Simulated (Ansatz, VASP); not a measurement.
# One calculation of Mo, two programs

```
Mo
1.0
    -1.55618    1.55618    1.55618
     1.55618   -1.55618    1.55618
     1.55618    1.55618   -1.55618
Mo
1
Direct
  0.00000 0.00000 0.00000
```

Alike in both runs: functional LDA; k mesh 8 × 8 × 8; occupations gaussian, width 0.1 eV; no spin polarisation.

Ansatz relaxed the structure, and its values are those at the end. VASP's run is a single point on that final structure, the one shown.

|  | VASP | Ansatz |
| --- | --- | --- |
| version | VASP 6.6.1 | Ansatz 0.2.0 |
| potentials or method | VASP PAW LDA potentials, release 64 (Mo_sv), cutoff 500 eV | scalar-relativistic, plane waves, PAW |
| valence electrons in the cell | 14 | 14 |

|  | VASP | Ansatz | Ansatz less VASP |
| --- | --- | --- | --- |
| gap on the k mesh at the Fermi level (eV) | none | none | - |
| pressure (GPa) | 1.3 | 0.2 | -1.12 |

Ansatz warns that its potentials were made for another functional, while VASP's fit it. LDA's correlation is that of Perdew and Zunger in VASP and of Perdew and Wang (1992) in Ansatz. A gap of «none» marks a metal or a gap that the smearing closes.
